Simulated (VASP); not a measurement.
**Ge: single point with HSE06**

Crystal: Ge.

```
CELL_PARAMETERS angstrom
-1.69079 1.69079 1.69079
1.69079 -1.69079 1.69079
1.69079 1.69079 -1.69079
ATOMIC_POSITIONS crystal
Ge 0.00000 0.00000 0.00000
```

This isn't the form of Ge at room conditions, which is diamond.

```
Program             : VASP 6.6.1
Task                : single point
Functional          : HSE06
Potentials or basis : VASP PAW PBE potentials, release 64 (Ge_d)
Cutoff              : 520 eV
k mesh              : 7 × 7 × 7
Occupations         : fermi-dirac, width 0.1 eV
Spin                : no spin polarisation
```

```json
{
 "Pressure": "-1.7 GPa",
 "Band gap on the k mesh": "zero (bands 7 and 8 overlap by 12.82 eV)"
}
```

Levels at points of the mesh, in eV from the Fermi level:
| k point | band 3 | band 4 | band 5 | band 6 | band 7 | band 8 | band 9 | band 10 | band 11 | band 12 |
| --- | --- | --- | --- | --- | --- | --- | --- | --- | --- | --- |
| (0.00, 0.00, 0.00) | -28.53 | -28.45 | -28.45 | -14.91 | 9.63 | 9.63 | 9.63 | 15.32 | 15.32 | 15.32 |

Run time: 48 min on 1 thread of Intel Xeon 8259CL, with other jobs on the host, peak memory 0.25 GiB.

Caveat: the k points lie up to 0.38 Å⁻¹ apart, too coarse for converged energies and pressures of a metal; the PAW data sets were made with another functional, which shifts forces and pressure a little.
